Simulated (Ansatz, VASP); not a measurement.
# GaN: VASP beside Ansatz

```
Ga N
1.0
     0.00000    2.24895    2.24895
     2.24895    0.00000    2.24895
     2.24895    2.24895    0.00000
Ga N
1 1
Direct
  0.00000 0.00000 0.00000
  0.25000 0.25000 0.25000
```

Alike in both runs: task single point; functional PBE; k mesh 10 × 10 × 10; occupations fermi-dirac, width 0.02 eV; no spin polarisation.

```csv
,VASP,Ansatz
version,VASP 6.6.1,Ansatz 0.2.0
potentials or method,"VASP PAW PBE potentials, release 64 (Ga_d, N)","plane waves, PAW"
plane-wave cutoff (eV),520,420
valence electrons in the cell,18,18
```

|  | VASP | Ansatz | Ansatz less VASP |
| --- | --- | --- | --- |
| gap on the k mesh at the Fermi level (eV) | 1.76 | 1.76 | -0.008 |
| pressure (GPa) | 6.3 | 6.2 | -0.06 |
